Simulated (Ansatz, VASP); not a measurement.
One calculation of Ga4As5, two programs

```
CELL_PARAMETERS angstrom
4.06260 0.00000 0.00000
0.00000 4.06260 0.00000
0.00000 0.00000 26.49077
ATOMIC_POSITIONS crystal
As 0.00000 0.50000 0.28379
As 0.50000 0.00000 0.39223
As 0.00000 0.50000 0.50000
As 0.50000 0.00000 0.60777
As 0.00000 0.50000 0.71621
Ga 0.50000 0.50000 0.33641
Ga 0.00000 0.00000 0.44546
Ga 0.50000 0.50000 0.55454
Ga 0.00000 0.00000 0.66359
```

Alike in both runs: functional PBE; k mesh 9 × 9 × 1; occupations gaussian, width 0.05 eV; no spin polarisation.

Ansatz relaxed the structure, and its values are those at the end. VASP's run is a single point on that final structure, the one shown.

```csv
,VASP,Ansatz
version,VASP 6.6.1,Ansatz 0.2.0
potentials or method,"VASP PAW PBE potentials, release 64 (As, Ga_d), cutoff 520 eV","scalar-relativistic, plane waves, PAW"
valence electrons in the cell,77,127
```

Ansatz gave:

- gap on the k mesh at the Fermi level (eV): none
- rms of the force components (eV/Å): 0.005

Question: Which values does VASP return?

Answer: gap on the k mesh at the Fermi level (eV): none; rms of the force components (eV/Å): 0.009.

A gap of «none» marks a metal or a gap that the smearing closes. The functional is the same, so the differences come from potentials, cutoffs and numerics. VASP's potentials hold 77 valence electrons a cell and Ansatz's 127, so a difference there can come from the potentials and not from the codes. Ansatz's warnings: xc potential rough in thin density.
